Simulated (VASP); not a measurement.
# SbPt (P6_3/mmc) in VASP: notebook

The runs below take SbPt through single point, relaxation of cell and atoms, with r2SCAN.

Everything below comes from runs of VASP 6.6.1. Logs are shortened: lines on timing, memory, paths and dates and some standing lists are left out, and cuts for length are marked.

**1. The cell of the first run**

Symmetry: P6_3/mmc, No. 194, hexagonal system. The conventional cell has a = 4.232 Å, b = 4.232 Å, c = 5.606 Å, α = 90.00°, β = 90.00°, γ = 120.00°. Sb (site symmetry -6m2) has 6 Pt at 2.82 Å and 6 Sb at 3.72 Å within 3.8 Å. Pt (site symmetry -3m) has 2 Pt at 2.80 Å and 6 Sb at 2.82 Å within 3.7 Å.

**2. Single point, r2SCAN**

Contents of POSCAR:

```
SbPt
1.0
    4.2320873357      0.0000000000      0.0000000000
   -2.1160436678      3.6650951437      0.0000000000
    0.0000000000      0.0000000000      5.6057891100
Sb Pt
2 2
Direct
    0.3333333333      0.6666666667      0.2500000000
    0.6666666667      0.3333333333      0.7500000000
    0.0000000000      0.0000000000      0.0000000000
    0.0000000000      0.0000000000      0.5000000000
```

Contents of INCAR.step1:

```
SYSTEM = SbPt
PREC = Accurate
ENCUT = 520
ISMEAR = -1
SIGMA = 0.1
LREAL = .FALSE.
LASPH = .TRUE.
NELM = 80
NBANDS = 23
GGA = PE
ALGO = Normal
EDIFF = 1E-4
LWAVE = .TRUE.
LCHARG = .FALSE.
```

Contents of INCAR.step2:

```
SYSTEM = SbPt
PREC = Accurate
ENCUT = 520
EDIFF = 1E-6
ISMEAR = -1
SIGMA = 0.1
LREAL = .FALSE.
LASPH = .TRUE.
NELM = 80
ALGO = Normal
ISIF = 2
LWAVE = .FALSE.
LCHARG = .TRUE.
METAGGA = R2SCAN
LMIXTAU = .TRUE.
LELF = .TRUE.
LVHAR = .TRUE.
NBANDS = 23
ISTART = 1
```

Contents of KPOINTS:

```
Automatic mesh
0
G
  9 9 6
  0 0 0
```

Potentials or basis: VASP PAW PBE potentials, release 64 (Sb, Pt).

Started as:

```console
cat potpaw_PBE.64/Sb/POTCAR potpaw_PBE.64/Pt/POTCAR > POTCAR
cp INCAR.step1 INCAR
mpirun -np 1 vasp_std > vasp.out
cp INCAR.step2 INCAR
mpirun -np 1 vasp_std > vasp.out
```

OUTCAR:

```text
SYSTEM = SbPt
   PREC = Accurate
   ENCUT = 520
   EDIFF = 1E-6
   ISMEAR = -1
   LREAL = .FALSE.
   LASPH = .TRUE.
   NELM = 80
   ISIF = 2
   METAGGA = R2SCAN
   ISTART = 1

 ion  position               nearest neighbor table
   1  0.333  0.667  0.250-   3 2.82   4 2.82   3 2.82   4 2.82   3 2.82   4 2.82   2 3.72   2 3.72
                             2 3.72   2 3.72   2 3.72   2 3.72
   2  0.667  0.333  0.750-   3 2.82   4 2.82   3 2.82   4 2.82   3 2.82   4 2.82   1 3.72   1 3.72
                             1 3.72   1 3.72   1 3.72   1 3.72
   3  0.000  0.000  0.000-   4 2.80   4 2.80   1 2.82   2 2.82   1 2.82   2 2.82   2 2.82   1 2.82

   4  0.000  0.000  0.500-   3 2.80   3 2.80   1 2.82   2 2.82   1 2.82   2 2.82   2 2.82   1 2.82

  LATTYP: Found a hexagonal cell.
 ALAT       =     4.2320873357
 C/A-ratio  =     1.3245920193

  Lattice vectors:

 A1 = (   4.2320873357,   0.0000000000,   0.0000000000)
 A2 = (  -2.1160436678,   3.6650951437,   0.0000000000)
 A3 = (   0.0000000000,   0.0000000000,   5.6057891100)

Analysis of symmetry for initial positions (statically):
=====================================================================
 Subroutine PRICEL returns:
 Original cell was already a primitive cell.

 Routine SETGRP: Setting up the symmetry group for a
 hexagonal supercell.

 Subroutine GETGRP returns: Found 24 space group operations
 (whereof 12 operations were pure point group operations)
 out of a pool of 24 trial point group operations.

The static configuration has the point symmetry D_3d.
 The point group associated with its full space group is D_6h.

Analysis of symmetry for dynamics (positions and initial velocities):
=====================================================================
 Subroutine PRICEL returns:
 Original cell was already a primitive cell.

 Routine SETGRP: Setting up the symmetry group for a
 hexagonal supercell.

 Subroutine GETGRP returns: Found 24 space group operations
 (whereof 12 operations were pure point group operations)
 out of a pool of 24 trial point group operations.

The dynamic configuration has the point symmetry D_3d.
 The point group associated with its full space group is D_6h.

 Subroutine INISYM returns: Found 24 space group operations
 (whereof 12 operations are pure point group operations),
 and found     1 'primitive' translations

----------------------------------------------------------------------------------------

                                     Primitive cell

  volume of cell :      86.9514

  direct lattice vectors                    reciprocal lattice vectors
     4.232087336  0.000000000  0.000000000     0.236290020  0.136422106  0.000000000
    -2.116043668  3.665095144  0.000000000     0.000000000  0.272844213  0.000000000
     0.000000000  0.000000000  5.605789110     0.000000000  0.000000000  0.178387017

  length of vectors
     4.232087336  4.232087336  5.605789110     0.272844213  0.272844213  0.178387017

  position of ions in fractional coordinates (direct lattice)
     0.333333333  0.666666667  0.250000000
     0.666666667  0.333333333  0.750000000
     0.000000000  0.000000000  0.000000000
     0.000000000  0.000000000  0.500000000

  ion indices of the primitive-cell ions
   primitive index   ion index
                 1           1
                 2           2
                 3           3
                 4           4

----------------------------------------------------------------------------------------

 KPOINTS: Automatic mesh

Automatic generation of k-mesh.
 Grid dimensions read from file:
 generate k-points for:    9    9    6

 Generating k-lattice:

  Cartesian coordinates                     Fractional coordinates (reciprocal lattice)
     0.026254447  0.015158012  0.000000000     0.111111111  0.000000000  0.000000000
     0.000000000  0.030316024  0.000000000     0.000000000  0.111111111  0.000000000
     0.000000000  0.000000000  0.029731170     0.000000000  0.000000000  0.166666667

  Length of vectors
     0.030316024  0.030316024  0.029731170

  Shift w.r.t. Gamma in fractional coordinates (k-lattice)
     0.000000000  0.000000000  0.000000000

 Subroutine IBZKPT returns following result:
 ===========================================

 Found     48 irreducible k-points:

 Following reciprocal coordinates:
            Coordinates               Weight
  0.000000  0.000000  0.000000      1.000000
  0.111111  0.000000  0.000000      6.000000
  0.222222  0.000000  0.000000      6.000000
  0.333333  0.000000  0.000000      6.000000
  0.444444  0.000000  0.000000      6.000000
  0.111111  0.111111  0.000000      6.000000
[... 16 lines left out ...]
  0.333333  0.222222  0.166667     24.000000
  0.333333  0.333333  0.166667      4.000000
 [... further k-points ...]
   k-points           NKPTS =     48   k-points in BZ     NKDIM =     48   number of bands    NBANDS=     23
   number of dos      NEDOS =    301   number of ions     NIONS =      4
   total plane-waves  NPLWV =  43008
   dimension x,y,z NGX =    32 NGY =   32 NGZ =   42
   dimension x,y,z NGXF=    64 NGYF=   64 NGZF=   84
   ions per type =               2   2
   NGX,Y,Z   is equivalent  to a cutoff of  12.57, 12.57, 12.46 a.u.
   NGXF,Y,Z  is equivalent  to a cutoff of  25.14, 25.14, 24.91 a.u.
 SYSTEM =  SbPt
   PREC   = accura    normal or accurate (medium, high low for compatibility)
   ISTART =      1    job   : 0-new  1-cont  2-samecut
   ICHARG =      0    charge: 1-file 2-atom 10-const
   ISPIN  =      1    spin polarized calculation?
   LNONCOLLINEAR =      F non collinear calculations
   LSORBIT =      F    spin-orbit coupling
   LASPH  =      T    aspherical Exc in radial PAW
   ENCUT  =  520.0 eV  38.22 Ry    6.18 a.u.   7.87  7.87 10.42*2*pi/ulx,y,z
   NELM   =     80;   NELMIN=  2; NELMDL=  0     # of ELM steps
   EDIFF  = 0.1E-05   stopping-criterion for ELM
   LREAL  =      F    real-space projection
   EDIFFG = 0.1E-04   stopping-criterion for IOM
   NSW    =      0    number of steps for IOM
   IBRION =     -1    ionic relax: 0-MD 1-quasi-New 2-CG
   NFREE  =      0    steps in history (QN), initial steepest desc. (CG)
   ISIF   =      2    stress and relaxation
   ISYM   =      2    0-nonsym 1-usesym 2-fastsym
   POTIM  = 0.5000    time-step for ionic-motion
   TEBEG  =    0.0;   TEEND  =   0.0 temperature during run
   PSTRESS=    0.0 pullay stress
   NELECT =      30.0000    total number of electrons
   NUPDOWN=      -1.0000    fix difference up-down
   EMIN   =  10.00;   EMAX   =-10.00  energy-range for DOS
   EFERMI =   0.00;   METHOD = LEGACY
   ISMEAR =    -1;   SIGMA  =   0.10  broadening in eV -4-tet -1-fermi 0-gaus
   EFERMI_NEDOS =   21; number of points for ismear=-14 and -15
   IALGO  =     38    algorithm
   IMIX   =      4    mixing-type and parameters
     AMIX     =   0.40;   BMIX     =  1.00
     AMIX_MAG =   1.60;   BMIX_MAG =  1.00
  volume/ion in A,a.u.               =      21.74       146.69
  Fermi-wavevector in a.u.,A,eV,Ry     =   1.148215  2.169811 17.937875  1.318397
  Thomas-Fermi vector in A             =   2.284891
   LORBIT       =      0    0 simple, 1 ext, 2 COOP (PROOUT), +10 PAW based schemes
   METAGGA = R2SCAN    functional components
   LHFCALC =     F    Hartree Fock is set to
   AEXX    =    0.0000 exact exchange contribution
   IVDW    =     0    specifies the selected vdW correction
   LEPSILON=     F    determine dielectric tensor
   LRPA    =     F    only Hartree local field effects (RPA)
 non-spin polarized calculation
  energy-cutoff  :      520.00
  volume of cell :       86.95
 maximum number of plane-waves:      2364
 NGX is ok and might be reduce to    32
   NGX = 15   NGY = 15   NGZ = 21

 number of electron      30.0000001 magnetization

 Free energy of the ion-electron system (eV)
  ---------------------------------------------------
  ext. energy  EPLUGINS =         0.00000000
  ---------------------------------------------------
  free energy    TOTEN  =      -156.14559187 eV

  energy without entropy =     -156.08667694  energy(sigma->0) =     -156.11613440

 E-fermi :   8.9441     XC(G=0): -11.8428

 val. band max:        8.9186225594   @ k =   0.3333   0.0000   0.1667
 cond. band min:       8.9554792566   @ k =   0.1111   0.0000   0.1667
 fundamental gap:      0.0368566972
 Fermi energy:         8.9440750283

 k-point     1 :       0.0000    0.0000    0.0000
  band No.  band energies     occupation
      1      -3.8525      2.00000
      2      -0.1273      2.00000
      3       2.1565      2.00000
      4       3.1798      2.00000
      5       3.1798      2.00000
      6       3.3809      2.00000
[... 15 lines left out ...]
     22      14.5938      0.00000
     23      17.0551      0.00000

 k-point     2 :       0.1111    0.0000    0.0000
  band No.  band energies     occupation
      1      -3.7055      2.00000
      2      -0.2636      2.00000
      3       2.3339      2.00000
      4       3.2177      2.00000
      5       3.3416      2.00000
      6       3.4270      2.00000
[... 15 lines left out ...]
     22      15.2237      0.00000
     23      15.5235      0.00000

 k-point     3 :       0.2222    0.0000    0.0000
  band No.  band energies     occupation
      1      -3.2780      2.00000
      2      -0.5664      2.00000
      3       2.8443      2.00000
      4       3.1331      2.00000
      5       3.2906      2.00000
      6       3.9903      2.00000
[... 15 lines left out ...]
     22      15.5182      0.00000
     23      16.0943      0.00000

 k-point     4 :       0.3333    0.0000    0.0000
  band No.  band energies     occupation
      1      -2.6224      2.00000
      2      -0.8977      2.00000
      3       2.4593      2.00000
      4       3.3185      2.00000
      5       3.5589      2.00000
      6       3.8329      2.00000
[... 15 lines left out ...]
     22      14.6968      0.00000
     23      16.8102      0.00000

 k-point     5 :       0.4444    0.0000    0.0000
  band No.  band energies     occupation
      1      -1.8843      2.00000
      2      -1.2641      2.00000
      3       1.6924      2.00000
      4       3.3040      2.00000
      5       3.7317      2.00000
      6       3.9763      2.00000
[... 15 lines left out ...]
     22      14.2334      0.00000
     23      18.4899      0.00000

 k-point     6 :       0.1111    0.1111    0.0000
  band No.  band energies     occupation
      1      -3.4179      2.00000
      2      -0.4775      2.00000
      3       2.6795      2.00000
      4       3.2108      2.00000
      5       3.2802      2.00000
      6       3.8475      2.00000
[... 15 lines left out ...]
     22      15.8827      0.00000
     23      16.1440      0.00000

 k-point     7 :       0.2222    0.1111    0.0000
  band No.  band energies     occupation
      1      -2.8730      2.00000
      2      -0.7719      2.00000
      3       2.8012      2.00000
      4       3.3022      2.00000
      5       3.3185      2.00000
      6       3.9284      2.00000
[... 353 lines left out ...]
     22      16.7764      0.00000
     23      17.0898      0.00000

 k-point    21 :       0.4444    0.1111    0.1667
  band No.  band energies     occupation
      1      -1.5162      2.00000
      2      -1.4070      2.00000
      3       1.6740      2.00000
      4       3.3008      2.00000
      5       3.7308      2.00000
      6       3.8827      2.00000
[... 15 lines left out ...]
     22      17.2219      0.00000
     23      18.0815      0.00000

 k-point    22 :       0.2222    0.2222    0.1667
  band No.  band energies     occupation
      1      -2.1700      2.00000
      2      -1.0595      2.00000
      3       2.3381      2.00000
      4       3.3500      2.00000
      5       3.4227      2.00000
      6       3.9540      2.00000
[... 15 lines left out ...]
     22      16.1271      0.00000
     23      16.1853      0.00000

 k-point    23 :       0.3333    0.2222    0.1667
  band No.  band energies     occupation
      1      -1.5697      2.00000
      2      -1.2194      2.00000
      3       1.7385      2.00000
      4       3.2213      2.00000
      5       3.4342      2.00000
      6       4.2394      2.00000
[... 15 lines left out ...]
     22      16.8736      0.00000
     23      17.6526      0.00000

 k-point    24 :       0.3333    0.3333    0.1667
  band No.  band energies     occupation
      1      -1.2865      2.00000
      2      -1.2865      2.00000
      3       1.5574      2.00000
      4       3.2057      2.00000
      5       3.2057      2.00000
      6       4.5579      2.00000
[... 15 lines left out ...]
     22      17.2255      0.00000
     23      17.4638      0.00000

 [... further k-points ...]
[... 5 lines left out ...]
  --------------------------------------------------------------------------------------
  -------------------------------------------------------------------------------------
  Total       -2.6460534     -2.6460534     -2.8816940     -0.0000000      0.0000000     -0.0000000
  in kB      -48.7565044    -48.7565044    -53.0984465     -0.0000000      0.0000000     -0.0000000
  external PRESSURE =     -50.2038184 kB  Pullay stress =       0.0000000 kB

 VOLUME and BASIS-vectors are now :
 -----------------------------------------------------------------------------
  energy-cutoff  :      520.00
  volume of cell :       86.95
      direct lattice vectors                 reciprocal lattice vectors
     4.232087336  0.000000000  0.000000000     0.236290020  0.136422106  0.000000000
    -2.116043668  3.665095144  0.000000000     0.000000000  0.272844213  0.000000000
     0.000000000  0.000000000  5.605789110     0.000000000  0.000000000  0.178387017

 POSITION                                       TOTAL-FORCE (eV/Angst)
 -----------------------------------------------------------------------------------
     -0.00000      2.44340      1.40145         0.000000     -0.000000      0.000000
      2.11604      1.22170      4.20434        -0.000000     -0.000000      0.000000
      0.00000      0.00000      0.00000        -0.000000      0.000000      0.000000
      0.00000      0.00000      2.80289        -0.000000      0.000000      0.000000
 -----------------------------------------------------------------------------------
    total drift:                                0.000000     -0.000000      0.000000

  FREE ENERGIE OF THE ION-ELECTRON SYSTEM (eV)
  ---------------------------------------------------
  free  energy   TOTEN  =      -156.1455918691 eV

  energy  without entropy=     -156.0866769406  energy(sigma->0) =     -156.11613440
```

It took 2 min on 1 thread of Intel Xeon 6975P-C (Granite Rapids), shared host; peak memory 0.26 GiB.

What came out:

| Property | Result |
| --- | --- |
| Free energy | -156.1456 eV |
| Pressure | -5.0 GPa |
| Band gap on the k mesh | zero (bands 15 and 16 overlap by 4.02 eV) |

Stress tensor (GPa, compression positive):
```
-4.88  0.00  0.00
 0.00 -4.88  0.00
 0.00  0.00 -5.31
```

Caveat: the cell stands under tension; the PAW data sets were made with another functional, which shifts forces and pressure a little; spin-orbit coupling is left out, which moves the levels of the heavy elements.

(Part 1 of 2 ends here.)
